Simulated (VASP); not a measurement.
# HgTe (F-43m) in VASP: notebook, part 2 of 2

VASP 6.6.1. Earlier steps stand in the parts before.

## Step 3: Electric field gradients, PBEsol (volume scaled by 0.96)

File INCAR:

```
SYSTEM = HgTe
PREC     = Accurate       ! precision mode
ENCUT    = 520            ! plane-wave cutoff, eV
EDIFF    = 1E-8           ! SCF threshold, eV
ISMEAR   = -1             ! smearing method
SIGMA    = 0.05           ! smearing width, eV
LREAL    = .False.        ! projectors in reciprocal space
LASPH    = .True.         ! aspherical terms in the spheres
NELM     = 80             ! most SCF steps
ALGO     = Normal         ! electronic algorithm
ISIF     = 2              ! what is computed and relaxed
LWAVE    = .False.        ! write WAVECAR
LCHARG   = .False.        ! write CHGCAR
GGA      = PS             ! functional
LEFG     = .True.       
NBANDS   = 16             ! bands
```

File KPOINTS:

```
Automatic mesh
0
Gamma
  9 9 9
  0 0 0
```

File POSCAR:

```
HgTe
1.0
    0.0000000000      3.1799338486      3.1799338486
    3.1799338486      0.0000000000      3.1799338486
    3.1799338486      3.1799338486      0.0000000000
Hg Te
1 1
Direct
    0.0000000000      0.0000000000      0.0000000000
    0.7500000000      0.7500000000      0.7500000000
```

Potentials or basis: VASP PAW PBE potentials, release 64 (Hg, Te).

The run is started by

```console
cat potpaw_PBE.64/Hg/POTCAR potpaw_PBE.64/Te/POTCAR > POTCAR
mpirun -np 1 vasp_std > vasp.out
```

OUTCAR:

```text
SYSTEM = HgTe
   PREC = Accurate
   ENCUT = 520
   EDIFF = 1E-8
   ISMEAR = -1
   LREAL = .False.
   LASPH = .True.
   NELM = 80
   ISIF = 2
   GGA = PS

 ion  position               nearest neighbor table
   1  0.000  0.000  0.000-   2 2.75   2 2.75   2 2.75   2 2.75
   2  0.750  0.750  0.750-   1 2.75   1 2.75   1 2.75   1 2.75

  LATTYP: Found a face centered cubic cell.
 ALAT       =     6.3598676972

  Lattice vectors:

 A1 = (   0.0000000000,   3.1799338486,   3.1799338486)
 A2 = (   3.1799338486,   0.0000000000,   3.1799338486)
 A3 = (   3.1799338486,   3.1799338486,   0.0000000000)

Analysis of symmetry for initial positions (statically):
=====================================================================
 Subroutine PRICEL returns:
 Original cell was already a primitive cell.

 Routine SETGRP: Setting up the symmetry group for a
 face centered cubic supercell.

 Subroutine GETGRP returns: Found 24 space group operations
 (whereof 24 operations were pure point group operations)
 out of a pool of 48 trial point group operations.

The static configuration has the point symmetry T_d .

Analysis of symmetry for dynamics (positions and initial velocities):
=====================================================================
 Subroutine PRICEL returns:
 Original cell was already a primitive cell.

 Routine SETGRP: Setting up the symmetry group for a
 face centered cubic supercell.

 Subroutine GETGRP returns: Found 24 space group operations
 (whereof 24 operations were pure point group operations)
 out of a pool of 48 trial point group operations.

The dynamic configuration has the point symmetry T_d .

 Subroutine INISYM returns: Found 24 space group operations
 (whereof 24 operations are pure point group operations),
 and found     1 'primitive' translations

----------------------------------------------------------------------------------------

                                     Primitive cell

  volume of cell :      64.3109

  direct lattice vectors                    reciprocal lattice vectors
     0.000000000  3.179933849  3.179933849    -0.157235975  0.157235975  0.157235975
     3.179933849  0.000000000  3.179933849     0.157235975 -0.157235975  0.157235975
     3.179933849  3.179933849  0.000000000     0.157235975  0.157235975 -0.157235975

  length of vectors
     4.497105576  4.497105576  4.497105576     0.272340698  0.272340698  0.272340698

  position of ions in fractional coordinates (direct lattice)
     0.000000000  0.000000000  0.000000000
     0.750000000  0.750000000  0.750000000

  ion indices of the primitive-cell ions
   primitive index   ion index
                 1           1
                 2           2

----------------------------------------------------------------------------------------

 KPOINTS: Automatic mesh

Automatic generation of k-mesh.
 Grid dimensions read from file:
 generate k-points for:    9    9    9

 Generating k-lattice:

  Cartesian coordinates                     Fractional coordinates (reciprocal lattice)
    -0.017470664  0.017470664  0.017470664     0.111111111  0.000000000  0.000000000
[... 65 lines left out ...]
   ISIF   =      2    stress and relaxation
   ISYM   =      2    0-nonsym 1-usesym 2-fastsym
   POTIM  = 0.5000    time-step for ionic-motion
   TEBEG  =    0.0;   TEEND  =   0.0 temperature during run
   PSTRESS=    0.0 pullay stress
   NELECT =      18.0000    total number of electrons
   NUPDOWN=      -1.0000    fix difference up-down
   EMIN   =  10.00;   EMAX   =-10.00  energy-range for DOS
   EFERMI =   0.00;   METHOD = LEGACY
   ISMEAR =    -1;   SIGMA  =   0.05  broadening in eV -4-tet -1-fermi 0-gaus
   EFERMI_NEDOS =   21; number of points for ismear=-14 and -15
   IALGO  =     38    algorithm
   IMIX   =      4    mixing-type and parameters
     AMIX     =   0.40;   BMIX     =  1.00
     AMIX_MAG =   1.60;   BMIX_MAG =  1.00
  volume/ion in A,a.u.               =      32.16       217.00
  Fermi-wavevector in a.u.,A,eV,Ry     =   1.070872  2.023655 15.602711  1.146767
  Thomas-Fermi vector in A             =   2.206595
   LORBIT       =      0    0 simple, 1 ext, 2 COOP (PROOUT), +10 PAW based schemes
   GGA     = PS    functional components
   LHFCALC =     F    Hartree Fock is set to
   AEXX    =    0.0000 exact exchange contribution
   IVDW    =     0    specifies the selected vdW correction
   LEPSILON=     F    determine dielectric tensor
   LRPA    =     F    only Hartree local field effects (RPA)
 non-spin polarized calculation
  energy-cutoff  :      520.00
  volume of cell :       64.31
 maximum number of plane-waves:      1759
 NGX is ok and might be reduce to    36
   NGX = 17   NGY = 17   NGZ = 17

 number of electron      17.9999998 magnetization

 Free energy of the ion-electron system (eV)
  ---------------------------------------------------
  ext. energy  EPLUGINS =         0.00000000
  ---------------------------------------------------
  free energy    TOTEN  =        -4.32376706 eV

  energy without entropy =       -4.32333694  energy(sigma->0) =       -4.32355200

 E-fermi :   3.5428     XC(G=0):  -9.1617

 val. band max:        3.4868694834   @ k =   0.0000   0.0000   0.0000
 cond. band min:       4.1065646001   @ k =   0.1111   0.0000   0.0000
 fundamental gap:      0.6196951167
 Fermi energy:         3.5428449605

 k-point     1 :       0.0000    0.0000    0.0000
  band No.  band energies     occupation
      1      -8.9065      2.00000
      2      -4.1627      2.00000
      3      -4.1627      2.00000
      4      -4.1627      2.00000
      5      -3.5654      2.00000
      6      -3.5654      2.00000
[... 433 lines left out ...]
      3      -3.7907      2.00000
      4      -3.7907      2.00000
      5      -3.4969      2.00000
      6      -3.1957      2.00000
[... 8 lines left out ...]
     15      13.7525      0.00000
     16      15.3569      0.00000

 [... further k-points ...]
[... 5 lines left out ...]
  --------------------------------------------------------------------------------------
  -------------------------------------------------------------------------------------
  Total        1.4779006      1.4779006      1.4779006      0.0000000      0.0000000      0.0000000
  in kB       36.8189643     36.8189643     36.8189643      0.0000000      0.0000000      0.0000000
  external PRESSURE =      36.8189643 kB  Pullay stress =       0.0000000 kB

 VOLUME and BASIS-vectors are now :
 -----------------------------------------------------------------------------
  energy-cutoff  :      520.00
  volume of cell :       64.31
      direct lattice vectors                 reciprocal lattice vectors
     0.000000000  3.179933849  3.179933849    -0.157235975  0.157235975  0.157235975
     3.179933849  0.000000000  3.179933849     0.157235975 -0.157235975  0.157235975
     3.179933849  3.179933849  0.000000000     0.157235975  0.157235975 -0.157235975

 POSITION                                       TOTAL-FORCE (eV/Angst)
 -----------------------------------------------------------------------------------
      0.00000      0.00000      0.00000         0.000000      0.000000      0.000000
      4.76990      4.76990      4.76990        -0.000000     -0.000000     -0.000000
 -----------------------------------------------------------------------------------
    total drift:                               -0.000000     -0.000000     -0.000000

  FREE ENERGIE OF THE ION-ELECTRON SYSTEM (eV)
  ---------------------------------------------------
  free  energy   TOTEN  =        -4.3237670600 eV

  energy  without entropy=       -4.3233369450  energy(sigma->0) =       -4.32355200

 Electric field gradients (V/A^2)
---------------------------------------------------------------------
 ion       V_xx      V_yy      V_zz      V_xy      V_xz      V_yz
---------------------------------------------------------------------
   1       0.000    -0.000    -0.000    -0.001    -0.001    -0.001
   2      -0.000     0.000     0.000    -0.000    -0.000    -0.000
---------------------------------------------------------------------

 Electric field gradients after diagonalization (V/A^2)
 (convention: |V_zz| > |V_xx| > |V_yy|)
----------------------------------------------------------------------
 ion       V_xx      V_yy      V_zz     asymmetry (V_yy - V_xx)/ V_zz
----------------------------------------------------------------------
   1       0.001     0.001    -0.001       0.000
   2       0.000     0.000    -0.000       0.000
----------------------------------------------------------------------

           NMR quadrupolar parameters

 Cq : quadrupolar parameter    Cq=e*Q*V_zz/h
 eta: asymmetry parameters     (V_yy - V_xx)/ V_zz
 Q  : nuclear electric quadrupole moment in mb (millibarn)
----------------------------------------------------------------------
 ion       Cq(MHz)       eta       Q (mb)
----------------------------------------------------------------------
   1      -0.000       0.000       1.000
   2      -0.000       0.000       1.000
----------------------------------------------------------------------
```

It took 16 s on 1 thread of Intel Xeon 6975P-C (Granite Rapids), shared host; peak memory 0.21 GiB.

Results:

- Free energy: -4.3238 eV
- Pressure: 3.7 GPa
- Band gap on the k mesh: zero (filled and empty bands touch)

Caveat: without QUAD_EFG the Cq values of the log hold for a quadrupole moment of 1 mb, not for the nuclei; the PAW data sets were made with another functional, which shifts forces and pressure a little; spin-orbit coupling is left out, which moves the levels of the heavy elements.

## Step 4: Electric field gradients, PBEsol (volume scaled by 0.98)

File INCAR:

```
PREC = Accurate ; ENCUT = 520
EDIFF = 1E-8 ; ISMEAR = -1
SIGMA = 0.05 ; LREAL = False
LASPH = True ; NELM = 60
ALGO = Normal ; ISIF = 2
LWAVE = False ; LCHARG = False
GGA = PS ; LEFG = True
NBANDS = 16
```

File KPOINTS:

```
regular mesh
0
Gamma
  9 9 9
```

File POSCAR:

```
HgTe
1.0
    0.0000000000      3.2018651199      3.2018651199
    3.2018651199      0.0000000000      3.2018651199
    3.2018651199      3.2018651199      0.0000000000
Hg Te
1 1
Direct
    0.0000000000      0.0000000000      0.0000000000
    0.7500000000      0.7500000000      0.7500000000
```

Potentials or basis: VASP PAW PBE potentials, release 64 (Hg, Te).

The run is started by

```console
cat potpaw_PBE.64/Hg/POTCAR potpaw_PBE.64/Te/POTCAR > POTCAR
mpirun -np 1 vasp_std > vasp.out
```

OUTCAR:

```text
PREC = Accurate
   ENCUT = 520
   EDIFF = 1E-8
   ISMEAR = -1
   LREAL = False
   LASPH = True
   NELM = 60
   ISIF = 2
   GGA = PS

 ion  position               nearest neighbor table
   1  0.000  0.000  0.000-   2 2.77   2 2.77   2 2.77   2 2.77
   2  0.750  0.750  0.750-   1 2.77   1 2.77   1 2.77   1 2.77

  LATTYP: Found a face centered cubic cell.
 ALAT       =     6.4037302398

  Lattice vectors:

 A1 = (   0.0000000000,   3.2018651199,   3.2018651199)
 A2 = (   3.2018651199,   0.0000000000,   3.2018651199)
 A3 = (   3.2018651199,   3.2018651199,   0.0000000000)

Analysis of symmetry for initial positions (statically):
=====================================================================
 Subroutine PRICEL returns:
 Original cell was already a primitive cell.

 Routine SETGRP: Setting up the symmetry group for a
 face centered cubic supercell.

 Subroutine GETGRP returns: Found 24 space group operations
[... 643 lines left out ...]
  volume of cell :       65.65
      direct lattice vectors                 reciprocal lattice vectors
     0.000000000  3.201865120  3.201865120    -0.156158983  0.156158983  0.156158983
     3.201865120  0.000000000  3.201865120     0.156158983 -0.156158983  0.156158983
     3.201865120  3.201865120  0.000000000     0.156158983  0.156158983 -0.156158983

 POSITION                                       TOTAL-FORCE (eV/Angst)
 -----------------------------------------------------------------------------------
      0.00000      0.00000      0.00000         0.000000      0.000000      0.000000
      4.80280      4.80280      4.80280        -0.000000     -0.000000     -0.000000
 -----------------------------------------------------------------------------------
    total drift:                               -0.000000     -0.000000      0.000000

  FREE ENERGIE OF THE ION-ELECTRON SYSTEM (eV)
  ---------------------------------------------------
  free  energy   TOTEN  =        -4.3498398347 eV

  energy  without entropy=       -4.3493959748  energy(sigma->0) =       -4.34961790

 Electric field gradients (V/A^2)
---------------------------------------------------------------------
 ion       V_xx      V_yy      V_zz      V_xy      V_xz      V_yz
---------------------------------------------------------------------
   1       0.000     0.000     0.000    -0.001    -0.001    -0.001
   2      -0.000     0.000     0.000    -0.000    -0.000    -0.000
---------------------------------------------------------------------

 Electric field gradients after diagonalization (V/A^2)
 (convention: |V_zz| > |V_xx| > |V_yy|)
----------------------------------------------------------------------
 ion       V_xx      V_yy      V_zz     asymmetry (V_yy - V_xx)/ V_zz
----------------------------------------------------------------------
   1       0.001     0.001    -0.001       0.000
   2       0.000     0.000    -0.000       0.000
----------------------------------------------------------------------

           NMR quadrupolar parameters

 Cq : quadrupolar parameter    Cq=e*Q*V_zz/h
 eta: asymmetry parameters     (V_yy - V_xx)/ V_zz
 Q  : nuclear electric quadrupole moment in mb (millibarn)
----------------------------------------------------------------------
 ion       Cq(MHz)       eta       Q (mb)
----------------------------------------------------------------------
   1      -0.000       0.000       1.000
   2      -0.000       0.000       1.000
----------------------------------------------------------------------
```

stdout:

```text
POSCAR found type information on POSCAR HgTe
 POSCAR found :  2 types and       2 ions
 scaLAPACK will be used
 -----------------------------------------------------------------------------
|                                                                             |
|                                                                             |
|     You enforced a specific xc type in the INCAR file but a different       |
|     I HOPE YOU KNOW WHAT YOU ARE DOING!                                     |
|                                                                             |
 -----------------------------------------------------------------------------

 LDA part: xc-table for (Slater+PW92), standard interpolation
 POSCAR, INCAR and KPOINTS ok, starting setup
 FFT: planning ... GRIDC
 FFT: planning ... GRID_SOFT
 FFT: planning ... GRID
 WAVECAR not read
 entering main loop
ion   1

ion   2
```

It took 18 s on 1 thread of Intel Xeon 6975P-C (Granite Rapids), shared host; peak memory 0.21 GiB.

What came out:

```
Free energy            : -4.3498 eV
Pressure               : 2.5 GPa
Band gap on the k mesh : zero (filled and empty bands touch)
```

Levels at points of the mesh, in eV from the Fermi level:
| k point | band 7 | band 8 | band 9 | band 10 | band 11 | band 12 |
| --- | --- | --- | --- | --- | --- | --- |
| (0.00, 0.00, 0.00) | -0.80 | -0.06 | -0.06 | -0.06 | 4.07 | 4.07 |

Caveat: without QUAD_EFG the Cq values of the log hold for a quadrupole moment of 1 mb, not for the nuclei; the PAW data sets were made with another functional, which shifts forces and pressure a little; spin-orbit coupling is left out, which moves the levels of the heavy elements.

## Step 5: Summary

```tsv
cell	gap on the mesh (eV)	pressure (GPa)
a = 4.466 Å, angles 60.0°, 2 atoms	none	5.0
a = 4.497 Å, angles 60.0°, 2 atoms	none	3.7
a = 4.528 Å, angles 60.0°, 2 atoms	none	2.5
```

Alike in all rows: task electric field gradients; level PBEsol; potentials or basis VASP PAW PBE potentials, release 64 (Hg, Te); no spin polarisation; k mesh 9 × 9 × 9; cutoff (eV) 520; smearing fermi-dirac 0.05 eV.

Caveats: the PAW data sets were made with another functional, which shifts forces and pressure a little; spin-orbit coupling is left out, which moves the levels of the heavy elements.

Absolute energies hang on the potentials; compare differences alone.
